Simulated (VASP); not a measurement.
# Al (P2/c) in VASP: notebook

Al is run at these levels: PBE; tasks: single point, relaxation of cell and atoms.

Program: VASP 6.6.1. These are calculated values, not measurements. Logs are shortened: lines on timing, memory, paths and dates and some standing lists are left out, and cuts for length are marked.

### Step 1. The cell of the first run

It takes space group P2/c (No. 13, monoclinic). Conventional cell: a = 4.476 Å, b = 4.357 Å, c = 3.584 Å, α = 90.00°, β = 108.65°, γ = 90.00°. Al (site symmetry 1) has 1 Al at 1.42 Å within 1.9 Å.

### Step 2. Single point, PBE

Contents of INCAR:

```
PREC = Accurate
ENCUT = 520
EDIFF = 1E-6
ISMEAR = 0
SIGMA = 0.1
LREAL = F
LASPH = T
NELM = 100
ALGO = Normal
ISIF = 2
LWAVE = F
LCHARG = F
GGA = PE
NBANDS = 14
```

Contents of KPOINTS:

```
Automatic mesh
0
Gamma
  4 4 6
```

Contents of POSCAR:

```
Al
1.0
    4.4756879100      0.0000000000      0.0000000000
    0.0000000000      4.3574779900      0.0000000000
   -1.1460500900      0.0000000000      3.3961169600
Al
4
Direct
    0.8329660100      0.6941230300      0.6812949800
    0.1670339900      0.6941230300      0.8187050200
    0.1670339900      0.3058769700      0.3187050200
    0.8329660100      0.3058769700      0.1812949800
```

Potentials or basis: VASP PAW PBE potentials, release 64 (Al).

The run is started by

```
$ cat potpaw_PBE.64/Al/POTCAR > POTCAR
$ mpirun -np 1 vasp_std > vasp.out
```

OUTCAR:

```text
PREC = Accurate
   ENCUT = 520
   EDIFF = 1E-6
   ISMEAR = 0
   LREAL = F
   LASPH = T
   NELM = 100
   ISIF = 2
   GGA = PE

 ion  position               nearest neighbor table
   1  0.833  0.694  0.681-   2 1.42   4 2.46   4 2.46   3 2.83   3 2.85   2 3.17   4 3.21   4 3.21
                             3 3.31
   2  0.167  0.694  0.819-   1 1.42   3 2.46   3 2.46   4 2.83   4 2.85   1 3.17   3 3.21   3 3.21
                             4 3.31
   3  0.167  0.306  0.319-   4 1.42   2 2.46   2 2.46   1 2.83   1 2.85   4 3.17   2 3.21   2 3.21
                             1 3.31
   4  0.833  0.306  0.181-   3 1.42   1 2.46   1 2.46   2 2.83   2 2.85   3 3.17   1 3.21   1 3.21
                             2 3.31

 -----------------------------------------------------------------------------
|                                                                             |
|           W    W    AA    RRRRR   N    N  II  N    N   GGGG   !!!           |
|           W    W   A  A   R    R  NN   N  II  NN   N  G    G  !!!           |
|           W    W  A    A  R    R  N N  N  II  N N  N  G       !!!           |
|           W WW W  AAAAAA  RRRRR   N  N N  II  N  N N  G  GGG   !            |
|           WW  WW  A    A  R   R   N   NN  II  N   NN  G    G                |
|           W    W  A    A  R    R  N    N  II  N    N   GGGG   !!!           |
|                                                                             |
|     The distance between some ions is very small. Please check the          |
|     nearest-neighbor list in the OUTCAR file.                               |
|     I HOPE YOU KNOW WHAT YOU ARE DOING!                                     |
|                                                                             |
 -----------------------------------------------------------------------------

  LATTYP: Found a simple monoclinic cell.
 ALAT       =     3.5842769445
 B/A-ratio  =     1.2157202296
 C/A-ratio  =     1.2487003597
 COS(beta)  =    -0.3197437329

  Lattice vectors:

 A1 = (  -1.1460500900,   0.0000000000,   3.3961169600)
 A2 = (   0.0000000000,  -4.3574779900,   0.0000000000)
 A3 = (   4.4756879100,   0.0000000000,   0.0000000000)

Analysis of symmetry for initial positions (statically):
=====================================================================
 Subroutine PRICEL returns:
 Original cell was already a primitive cell.

 Routine SETGRP: Setting up the symmetry group for a
 simple monoclinic supercell.

 Subroutine GETGRP returns: Found  4 space group operations
 (whereof  2 operations were pure point group operations)
 out of a pool of  4 trial point group operations.

The static configuration has the point symmetry S_2 .
 The point group associated with its full space group is C_2h.

Analysis of symmetry for dynamics (positions and initial velocities):
=====================================================================
 Subroutine PRICEL returns:
 Original cell was already a primitive cell.

 Routine SETGRP: Setting up the symmetry group for a
 simple monoclinic supercell.

 Subroutine GETGRP returns: Found  4 space group operations
 (whereof  2 operations were pure point group operations)
 out of a pool of  4 trial point group operations.

The dynamic configuration has the point symmetry S_2 .
 The point group associated with its full space group is C_2h.

 Subroutine INISYM returns: Found  4 space group operations
 (whereof  2 operations are pure point group operations),
 and found     1 'primitive' translations

----------------------------------------------------------------------------------------

                                     Primitive cell

  volume of cell :      66.2335

  direct lattice vectors                    reciprocal lattice vectors
     4.475687910  0.000000000  0.000000000     0.223429341  0.000000000  0.075398233
     0.000000000  4.357477990  0.000000000     0.000000000  0.229490545  0.000000000
    -1.146050090  0.000000000  3.396116960     0.000000000  0.000000000  0.294453934

  length of vectors
     4.475687910  4.357477990  3.584276944     0.235808320  0.229490545  0.294453934

  position of ions in fractional coordinates (direct lattice)
     0.832966010  0.694123030  0.681294980
     0.167033990  0.694123030  0.818705020
     0.167033990  0.305876970  0.318705020
     0.832966010  0.305876970  0.181294980

  ion indices of the primitive-cell ions
   primitive index   ion index
                 1           1
                 2           2
                 3           3
                 4           4

----------------------------------------------------------------------------------------

 KPOINTS: Automatic mesh

Automatic generation of k-mesh.
 Grid dimensions read from file:
 generate k-points for:    4    4    6

 Generating k-lattice:

  Cartesian coordinates                     Fractional coordinates (reciprocal lattice)
     0.055857335  0.000000000  0.018849558     0.250000000  0.000000000  0.000000000
     0.000000000  0.057372636  0.000000000     0.000000000  0.250000000  0.000000000
     0.000000000  0.000000000  0.049075656     0.000000000  0.000000000  0.166666667

  Length of vectors
     0.058952080  0.057372636  0.049075656

  Shift w.r.t. Gamma in fractional coordinates (k-lattice)
     0.000000000  0.000000000  0.000000000

 Subroutine IBZKPT returns following result:
 ===========================================

 Found     42 irreducible k-points:

 Following reciprocal coordinates:
            Coordinates               Weight
  0.000000  0.000000  0.000000      1.000000
  0.250000  0.000000  0.000000      2.000000
  0.500000  0.000000  0.000000      1.000000
  0.000000  0.250000  0.000000      2.000000
  0.250000  0.250000  0.000000      4.000000
  0.500000  0.250000  0.000000      2.000000
[... 16 lines left out ...]
  0.250000  0.000000  0.333333      2.000000
  0.500000  0.000000  0.333333      2.000000
 [... further k-points ...]
   k-points           NKPTS =     42   k-points in BZ     NKDIM =     42   number of bands    NBANDS=     14
   number of dos      NEDOS =    301   number of ions     NIONS =      4
   total plane-waves  NPLWV =  32256
   dimension x,y,z NGX =    36 NGY =   32 NGZ =   28
   dimension x,y,z NGXF=    72 NGYF=   64 NGZF=   56
   ions per type =               4
   NGX,Y,Z   is equivalent  to a cutoff of  13.37, 12.21, 12.99 a.u.
   NGXF,Y,Z  is equivalent  to a cutoff of  26.74, 24.42, 25.97 a.u.
 SYSTEM =  unknown system
   PREC   = accura    normal or accurate (medium, high low for compatibility)
   ISTART =      0    job   : 0-new  1-cont  2-samecut
   ICHARG =      2    charge: 1-file 2-atom 10-const
   ISPIN  =      1    spin polarized calculation?
   LNONCOLLINEAR =      F non collinear calculations
   LSORBIT =      F    spin-orbit coupling
   LASPH  =      T    aspherical Exc in radial PAW
   ENCUT  =  520.0 eV  38.22 Ry    6.18 a.u.   8.32  8.10  6.66*2*pi/ulx,y,z
   NELM   =    100;   NELMIN=  2; NELMDL= -5     # of ELM steps
   EDIFF  = 0.1E-05   stopping-criterion for ELM
   LREAL  =      F    real-space projection
   EDIFFG = 0.1E-04   stopping-criterion for IOM
   NSW    =      0    number of steps for IOM
   IBRION =     -1    ionic relax: 0-MD 1-quasi-New 2-CG
   NFREE  =      0    steps in history (QN), initial steepest desc. (CG)
   ISIF   =      2    stress and relaxation
   ISYM   =      2    0-nonsym 1-usesym 2-fastsym
   POTIM  = 0.5000    time-step for ionic-motion
   TEBEG  =    0.0;   TEEND  =   0.0 temperature during run
   PSTRESS=    0.0 pullay stress
   NELECT =      12.0000    total number of electrons
   NUPDOWN=      -1.0000    fix difference up-down
   EMIN   =  10.00;   EMAX   =-10.00  energy-range for DOS
   EFERMI =   0.00;   METHOD = LEGACY
   ISMEAR =     0;   SIGMA  =   0.10  broadening in eV -4-tet -1-fermi 0-gaus
   EFERMI_NEDOS =   21; number of points for ismear=-14 and -15
   IALGO  =     38    algorithm
   IMIX   =      4    mixing-type and parameters
     AMIX     =   0.40;   BMIX     =  1.00
     AMIX_MAG =   1.60;   BMIX_MAG =  1.00
  volume/ion in A,a.u.               =      16.56       111.74
  Fermi-wavevector in a.u.,A,eV,Ry     =   0.926352  1.750551 11.675540  0.858128
  Thomas-Fermi vector in A             =   2.052305
   LORBIT       =      0    0 simple, 1 ext, 2 COOP (PROOUT), +10 PAW based schemes
   GGA     = PE    functional components
   LHFCALC =     F    Hartree Fock is set to
   AEXX    =    0.0000 exact exchange contribution
   IVDW    =     0    specifies the selected vdW correction
   LEPSILON=     F    determine dielectric tensor
   LRPA    =     F    only Hartree local field effects (RPA)
 non-spin polarized calculation
 Gauss-broadening in eV      SIGMA  =   0.10
  energy-cutoff  :      520.00
  volume of cell :       66.23
 maximum number of plane-waves:      1800
 NGX is ok and might be reduce to    36
   NGX = 17   NGY = 17   NGZ = 13

 number of electron      12.0000000 magnetization

 Free energy of the ion-electron system (eV)
  ---------------------------------------------------
  ext. energy  EPLUGINS =         0.00000000
  ---------------------------------------------------
  free energy    TOTEN  =        15.33751715 eV

  energy without entropy =       15.34197230  energy(sigma->0) =       15.33974473

 E-fermi :   7.7993     XC(G=0):  -9.8632

 val. band max:        7.7432621558   @ k =  -0.2500   0.5000   0.3333
 cond. band min:       7.8207329196   @ k =  -0.2500   0.0000   0.3333
 fundamental gap:      0.0774707638
 Fermi energy:         7.7993097783

 k-point     1 :       0.0000    0.0000    0.0000
  band No.  band energies     occupation
      1      -4.0114      2.00000
      2       3.3502      2.00000
      3       4.3357      2.00000
      4       4.7921      2.00000
      5       4.9481      2.00000
      6       5.3134      2.00000
      7       9.1798      0.00000
      8      10.4682      0.00000
      9      11.9054      0.00000
     10      11.9974      0.00000
     11      12.1678      0.00000
     12      12.2450      0.00000
     13      12.4643      0.00000
     14      13.5875      0.00000

 k-point     2 :       0.2500    0.0000    0.0000
  band No.  band energies     occupation
      1      -3.6661      2.00000
      2       1.6095      2.00000
      3       3.7287      2.00000
      4       4.6825      2.00000
      5       5.1503      2.00000
      6       8.8157      0.00000
      7       8.9574      0.00000
      8       9.2897      0.00000
      9       9.5452      0.00000
     10      11.2282      0.00000
     11      12.3450      0.00000
     12      13.5642      0.00000
     13      13.8548      0.00000
     14      14.5373      0.00000

 k-point     3 :       0.5000    0.0000    0.0000
  band No.  band energies     occupation
      1      -3.1752      2.00000
      2       0.1810      2.00000
      3       4.0338      2.00000
      4       4.9983      2.00000
      5       5.1990      2.00000
      6       8.0829      0.00006
      7       8.1511      0.00000
      8       8.5453      0.00000
      9      12.2394      0.00000
     10      12.7995      0.00000
     11      13.0984      0.00000
     12      13.3472      0.00000
     13      14.0129      0.00000
     14      14.3581      0.00000
[... 324 lines left out ...]
 k-point    23 :       0.2500    0.0000    0.3333
  band No.  band energies     occupation
      1      -2.1342      2.00000
      2       0.7225      2.00000
      3       1.7714      2.00000
      4       4.9441      2.00000
      5       5.8596      2.00000
      6       8.4363      0.00000
      7       9.0564      0.00000
      8       9.1650      0.00000
      9       9.5937      0.00000
     10       9.5945      0.00000
     11      10.0666      0.00000
     12      12.3289      0.00000
     13      14.9001      0.00000
     14      15.9452      0.00000

 k-point    24 :       0.5000    0.0000    0.3333
  band No.  band energies     occupation
      1      -2.1685      2.00000
      2       0.9855      2.00000
      3       1.8651      2.00000
      4       4.9320      2.00000
      5       5.8735      2.00000
      6       6.4940      2.00000
      7       8.7732      0.00000
      8       9.2708      0.00000
      9       9.7870      0.00000
     10       9.9227      0.00000
     11      12.1760      0.00000
     12      12.9603      0.00000
     13      14.1465      0.00000
     14      14.2695      0.00000

 [... further k-points ...]

------------------------ aborting loop because EDIFF is reached ----------------------------------------

  FORCE on cell =-STRESS in cart. coord.  units (eV):
  Direction    XX          YY          ZZ          XY          YZ          ZX
  --------------------------------------------------------------------------------------
  -------------------------------------------------------------------------------------
  Total       98.8788566      1.5984419     15.9046823      0.0000000      0.0000000     34.7122925
  in kB     2391.8634463     38.6660500    384.7316769      0.0000000      0.0000000    839.6847054
  external PRESSURE =     938.4203910 kB  Pullay stress =       0.0000000 kB

 VOLUME and BASIS-vectors are now :
 -----------------------------------------------------------------------------
  energy-cutoff  :      520.00
  volume of cell :       66.23
      direct lattice vectors                 reciprocal lattice vectors
     4.475687910  0.000000000  0.000000000     0.223429341  0.000000000  0.075398233
     0.000000000  4.357477990  0.000000000     0.000000000  0.229490545  0.000000000
    -1.146050090  0.000000000  3.396116960     0.000000000  0.000000000  0.294453934

 POSITION                                       TOTAL-FORCE (eV/Angst)
 -----------------------------------------------------------------------------------
      2.94730      3.02463      2.31376       -38.865215      1.092129    -13.495770
     -0.19068      3.02463      2.78042        38.865215      1.092129     13.495770
      0.38234      1.33285      1.08236        38.865215     -1.092129     13.495770
      3.52032      1.33285      0.61570       -38.865215     -1.092129    -13.495770
 -----------------------------------------------------------------------------------
    total drift:                               -0.000000      0.000000     -0.000000

  FREE ENERGIE OF THE ION-ELECTRON SYSTEM (eV)
  ---------------------------------------------------
  free  energy   TOTEN  =        15.3375171549 eV

  energy  without entropy=       15.3419722997  energy(sigma->0) =       15.33974473
```

Wall time 13 s (1 thread of Intel Xeon 6975P-C (Granite Rapids), shared host); peak memory 0.18 GiB.

What came out:

- Free energy: 15.3375 eV
- Pressure: 93.8 GPa
- Largest force: 41.156 eV/Å
- Band gap on the k mesh: zero (band 6 reaches 9.27 eV, above the bottom of band 7 at 7.09 eV)

Forces on the atoms (eV/Å):
```
Al  -38.865   1.092 -13.496
Al   38.865   1.092  13.496
Al   38.865  -1.092  13.496
Al  -38.865  -1.092 -13.496
```

Stress tensor (GPa, compression positive):
```
239.19   0.00  83.97
  0.00   3.87   0.00
 83.97   0.00  38.47
```

Caveat: the k points lie up to 0.37 Å⁻¹ apart; forces of over 1 eV/Å act on the atoms, so gaps and moduli don't describe the material at rest.

### Step 3. Relaxation of cell and atoms, PBE

Contents of INCAR:

```
PREC = Accurate ; ENCUT = 600
EDIFF = 1E-7 ; ISMEAR = 0
SIGMA = 0.1 ; LREAL = False
LASPH = True ; NELM = 60
ALGO = Normal ; ISIF = 3
LWAVE = False ; LCHARG = False
GGA = PE ; IBRION = 2
NSW = 90 ; EDIFFG = -0.04
```

KPOINTS is that of step 2.

POSCAR is that of step 2.

Potentials or basis: VASP PAW PBE potentials, release 64 (Al).

The run is started by

```
$ cat potpaw_PBE.64/Al/POTCAR > POTCAR
$ mpirun -np 1 vasp_std > vasp.out
```

It took 5.6 min on 1 thread of Intel Xeon 6975P-C (Granite Rapids), shared host; peak memory 0.2 GiB.

Results (log left out):

```
Free energy                            : -13.5585 eV
Relaxed cell                           : a = 9.528 Å, b = 4.474 Å, c = 2.982 Å, α = 90.00°, β = 91.88°, γ = 90.00°
Space group after relaxing (to 0.05 Å) : C2/m (No. 12)
Energy gained by relaxing              : 7223.8 meV/atom
Ionic steps                            : 45
Pressure after relaxing                : 0.0 GPa
Largest force after relaxing           : 0.016 eV/Å
Band gap on the k mesh                 : zero (band 6 reaches 3.44 eV, above the bottom of band 7 at 0.82 eV)
```

Forces in eV/Å, atoms in the order of the input:
```
Al  -0.011 -0.010  0.005
Al   0.011 -0.010 -0.005
Al   0.011  0.010 -0.005
Al  -0.011  0.010  0.005
```

Stress tensor (GPa, compression positive):
```
-0.15  0.00 -0.16
 0.00 -0.05  0.00
-0.16  0.00  0.12
```

The path:
| step | energy change (eV) | largest force (eV/Å) | pressure (GPa) | volume (Å³) |
| --- | --- | --- | --- | --- |
| 1 | 0.0000 | 41.1558 | 93.84 | 66.23 |
| 3 | -27.5841 | 0.9407 | -2.91 | 162.58 |
| 5 | -27.6786 | 1.1633 | -1.76 | 156.72 |
| 7 | -28.1123 | 1.0767 | -1.36 | 146.54 |
| 9 | -27.5670 | 0.6273 | 11.74 | 111.58 |
| 11 | -28.3700 | 1.0240 | 3.01 | 126.90 |
| 13 | -28.4946 | 0.3462 | 3.05 | 124.33 |
| 15 | -28.5940 | 0.1154 | 0.91 | 129.14 |
| 17 | -28.6051 | 0.1291 | 0.02 | 131.39 |
| 19 | -28.6178 | 0.0901 | -0.16 | 131.83 |
| 21 | -28.7055 | 0.3508 | -0.69 | 133.59 |
| 23 | -28.7079 | 0.3646 | -0.68 | 133.64 |
| 25 | -28.7189 | 0.3954 | -0.57 | 133.85 |
| 27 | -28.7214 | 0.5903 | -0.79 | 134.53 |
| 29 | -28.7481 | 0.4831 | -0.63 | 134.16 |
| 31 | -28.8043 | 0.4560 | -0.59 | 133.33 |
| 33 | -28.8275 | 0.3052 | -0.63 | 131.42 |
| 35 | -28.8464 | 0.3032 | 0.22 | 125.13 |
| 37 | -28.8737 | 0.0912 | 0.05 | 127.38 |
| 39 | -28.8704 | 0.0997 | 0.87 | 125.43 |
| 41 | -28.8901 | 0.0648 | 0.11 | 127.34 |
| 43 | -28.8934 | 0.0303 | -0.20 | 127.93 |
| 45 | -28.8953 | 0.0160 | -0.03 | 127.04 |

Final structure:
```cif
data_structure
_symmetry_space_group_name_H-M 'P 1'
_symmetry_Int_Tables_number 1
_cell_length_a 9.5276
_cell_length_b 4.4738
_cell_length_c 2.9821
_cell_angle_alpha 90.000
_cell_angle_beta 91.876
_cell_angle_gamma 90.000
_cell_volume 127.04
loop_
_atom_site_label
_atom_site_type_symbol
_atom_site_fract_x
_atom_site_fract_y
_atom_site_fract_z
_atom_site_occupancy
Al1 Al 0.36683 0.75015 0.48293 1
Al2 Al 0.63317 0.75015 0.01707 1
Al3 Al 0.63317 0.24985 0.51707 1
Al4 Al 0.36683 0.24985 0.98293 1
```

Levels at points of the mesh, in eV from the Fermi level:
| k point | band 3 | band 4 | band 5 | band 6 | band 7 | band 8 | band 9 | band 10 |
| --- | --- | --- | --- | --- | --- | --- | --- | --- |
| (0.00, 0.00, 0.00) | -3.57 | -3.38 | -2.73 | -1.42 | 0.28 | 1.06 | 2.83 | 3.39 |
| (0.50, 0.00, 0.00) | -3.57 | -3.31 | -2.72 | -1.42 | 0.27 | 0.48 | 3.45 | 4.08 |
| (0.00, 0.50, 0.00) | -5.92 | -5.92 | -1.63 | -1.62 | 2.76 | 2.76 | 4.44 | 4.45 |
| (0.50, 0.50, 0.00) | -5.93 | -5.92 | -1.57 | -1.56 | 2.24 | 2.24 | 5.21 | 5.21 |
| (0.00, 0.00, 0.50) | -3.70 | -3.70 | 0.27 | 0.27 | 0.57 | 0.57 | 1.35 | 1.35 |
| (0.50, 0.00, 0.50) | -3.70 | -3.70 | 0.27 | 0.27 | 0.63 | 0.63 | 1.35 | 1.35 |
| (0.00, 0.50, 0.50) | -4.50 | -4.50 | -1.88 | -1.88 | -1.86 | -1.86 | 2.29 | 2.29 |
| (0.50, 0.50, 0.50) | -4.50 | -4.50 | -1.88 | -1.88 | -1.87 | -1.87 | 2.34 | 2.34 |

Caveat: the k points lie up to 0.35 Å⁻¹ apart in the final cell; the volume moved by over 15 % at a fixed basis, so the end points are rough.
